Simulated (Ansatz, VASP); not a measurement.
**Pd: VASP beside Ansatz**

```
CELL_PARAMETERS angstrom
0.00000 1.92087 1.92087
1.92087 0.00000 1.92087
1.92087 1.92087 0.00000
ATOMIC_POSITIONS crystal
Pd 0.00000 0.00000 0.00000
```

Alike in both runs: functional LDA; k mesh 24 × 24 × 24; occupations fermi-dirac, width 0.1 eV; no spin polarisation.

Ansatz relaxed the structure, and its values are those at the end. VASP's run is a single point on that final structure, the one shown.

|  | VASP | Ansatz |
| --- | --- | --- |
| version | VASP 6.6.1 | Ansatz 0.2.0 |
| potentials or method | VASP PAW LDA potentials, release 64 (Pd) | PAW with Ansatz's default frozen-core files, scalar-relativistic |
| plane-wave cutoff (eV) | 520 | 420 |
| valence electrons in the cell | 10 | 18 |

Ansatz gave:

- pressure (GPa): 0.0

Problem. What did VASP give for the same quantities?

Solution. Pressure (GPa): 0.2.

LDA's correlation is that of Perdew and Zunger in VASP and of Perdew and Wang (1992) in Ansatz. VASP's potentials hold 10 valence electrons a cell and Ansatz's 18, so a difference there can come from the potentials and not from the codes.
